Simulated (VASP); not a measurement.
Here is a VASP 6.6.1 calculation.

Contents of INCAR:

```
PREC = Accurate ; ENCUT = 520
EDIFF = 1E-6 ; ISMEAR = 0
SIGMA = 0.15 ; LREAL = F
LASPH = T ; NELM = 80
ALGO = Fast ; ISIF = 2
LWAVE = F ; LCHARG = T
GGA = PE ; LELF = T
LVHAR = T ; NBANDS = 12
```

The input KPOINTS:

```
Automatic mesh
0
Gamma
  22 22 22
```

POSCAR

```
Cu
1.0
    0.0000000000      1.7623125000      1.8526875000
    1.7623125000      0.0000000000      1.8526875000
    1.7623125000      1.7623125000      0.0000000000
Cu
1
Direct
    0.0000000000      0.0000000000      0.0000000000
```

Potentials or basis: VASP PAW PBE potentials, release 64 (Cu).

Launch:

```sh
$ cat potpaw_PBE.64/Cu/POTCAR > POTCAR
$ mpirun -np 1 vasp_std > vasp.out
```

Q: What does it give for the band gap on the k mesh?

A: Zero (an odd number of electrons rules out a gap without spin polarisation).

Q: What does it give for the pressure?

A: 6.6 GPa.

Stress tensor (GPa, compression positive):
```
7.83 0.00 0.00
0.00 7.83 0.00
0.00 0.00 4.10
```

Caveat: the cell differs from its parent crystal (strain -0.025 along x and y, +0.025 along z); the cell stands under pressure.
